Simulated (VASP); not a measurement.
Wanted: the native input for a VASP 6.6.1 run.

```yaml
Task: single point
Functional: PBE
Potentials_or_basis: VASP PAW PBE potentials, release 64 (B)
Cutoff: 520 eV
k_mesh: 22 × 22 × 22
Occupations: fermi-dirac, width 0.05 eV
Spin: no spin polarisation
Dipole_correction: no
Further_INCAR_settings: ALGO = Normal; EDIFF = 1e-06; NBANDS = 8
```

The structure of B lies in POSCAR:

```
B
1.0
    1.5892094711      0.0000000000      0.0000000000
    0.0000000000      1.5892094711      0.0000000000
    0.0000000000      0.0000000000      1.5892094711
B
1
Direct
    0.0000000000      0.0000000000      0.0000000000
```

This cell differs from its parent crystal: volume scaled by 0.6.

These files were run (other wordings do the same):

INCAR

```
SYSTEM = B
ALGO     = Normal         ! electronic algorithm
EDIFF    = 1E-6           ! SCF threshold, eV
ENCUT    = 520            ! plane-wave cutoff, eV
GGA      = PE             ! functional
ISIF     = 2              ! what is computed and relaxed
ISMEAR   = -1             ! smearing method
LASPH    = .TRUE.         ! aspherical terms in the spheres
LCHARG   = .TRUE.         ! write CHGCAR
LELF     = .TRUE.         ! ELF
LREAL    = .FALSE.        ! projectors in reciprocal space
LVHAR    = .TRUE.       
LWAVE    = .FALSE.        ! write WAVECAR
NBANDS   = 8              ! bands
NELM     = 60             ! most SCF steps
PREC     = Accurate       ! precision mode
SIGMA    = 0.05           ! smearing width, eV
```

KPOINTS

```
k-points
0
G
  22 22 22
  0 0 0
```

Potentials or basis: VASP PAW PBE potentials, release 64 (B).

Command:

```console
$ cat potpaw_PBE.64/B/POTCAR > POTCAR
$ mpirun -np 1 vasp_std > vasp.out
```

It gave:

```
Pressure : 295.0 GPa
```

Wall time 6.4 s on 1 thread of Intel(R) Xeon(R) Platinum 8488C (Sapphire Rapids), with other jobs on the host, peak memory 0.11 GiB.
